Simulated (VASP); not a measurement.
Write the native input for VASP 6.6.1 that does the following.

- Task: single point
- Functional: r2SCAN
- Potentials or basis: VASP PAW PBE potentials, release 64 (Mg, Sn_d)
- Cutoff: 660 eV
- k mesh: 12 × 12 × 12
- Occupations: gaussian, width 0.01 eV
- Spin: no spin polarisation
- Dipole correction: no
- Further INCAR settings: ALGO = Normal; EDIFF = 1e-06; NBANDS = 16

Mg2Sn:

```
Mg Sn
1.0
     0.00000    3.15020    3.15020
     3.15020    0.00000    3.15020
     3.15020    3.15020    0.00000
Mg Sn
2 1
Direct
  0.25000 0.25000 0.25000
  0.75000 0.75000 0.75000
  0.00000 0.00000 0.00000
```

The input as run:

POSCAR

```
Mg2Sn
1.0
    0.0000000000      3.1502025910      3.1502025910
    3.1502025910      0.0000000000      3.1502025910
    3.1502025910      3.1502025910      0.0000000000
Mg Sn
2 1
Direct
    0.2500000000      0.2500000000      0.2500000000
    0.7500000000      0.7500000000      0.7500000000
    0.0000000000      0.0000000000      0.0000000000
```

INCAR.step1

```
PREC     = Accurate       # precision mode
ENCUT    = 660            # plane-wave cutoff, eV
ISMEAR   = 0              # smearing method
SIGMA    = 0.01           # smearing width, eV
LREAL    = F              # projectors in reciprocal space
LASPH    = T              # aspherical terms in the spheres
NELM     = 120            # most SCF steps
NBANDS   = 16             # bands
GGA      = PE             # functional
ALGO     = Normal         # electronic algorithm
EDIFF    = 1E-5           # SCF threshold, eV
LWAVE    = T              # write WAVECAR
LCHARG   = F              # write CHGCAR
GGA_COMPAT= F
```

INCAR.step2

```
PREC     = Accurate       # precision mode
ENCUT    = 660            # plane-wave cutoff, eV
EDIFF    = 1E-6           # SCF threshold, eV
ISMEAR   = 0              # smearing method
SIGMA    = 0.01           # smearing width, eV
LREAL    = F              # projectors in reciprocal space
LASPH    = T              # aspherical terms in the spheres
NELM     = 120            # most SCF steps
ALGO     = Normal         # electronic algorithm
ISIF     = 2              # what is computed and relaxed
LWAVE    = F              # write WAVECAR
LCHARG   = F              # write CHGCAR
METAGGA  = R2SCAN         # meta-GGA
LMIXTAU  = T            
NBANDS   = 16             # bands
ISTART   = 1            
GGA_COMPAT= F
```

KPOINTS

```
Automatic mesh
0
Gamma
  12 12 12
```

Potentials or basis: VASP PAW PBE potentials, release 64 (Mg, Sn_d).

The run is started by

```sh
$ cat potpaw_PBE.64/Mg/POTCAR potpaw_PBE.64/Sn_d/POTCAR > POTCAR
$ cp INCAR.step1 INCAR
$ mpirun -np 1 vasp_std > vasp.out
$ cp INCAR.step2 INCAR
$ mpirun -np 1 vasp_std > vasp.out
```

It gave:

- Pressure: 14.8 GPa

Caveat: the cell stands under pressure; the PAW data sets were made with another functional, which shifts forces and pressure a little.

It took 3.5 min on 1 thread of Intel(R) Xeon(R) 6975P-C (Granite Rapids), on a shared host, peak memory 0.32 GiB.
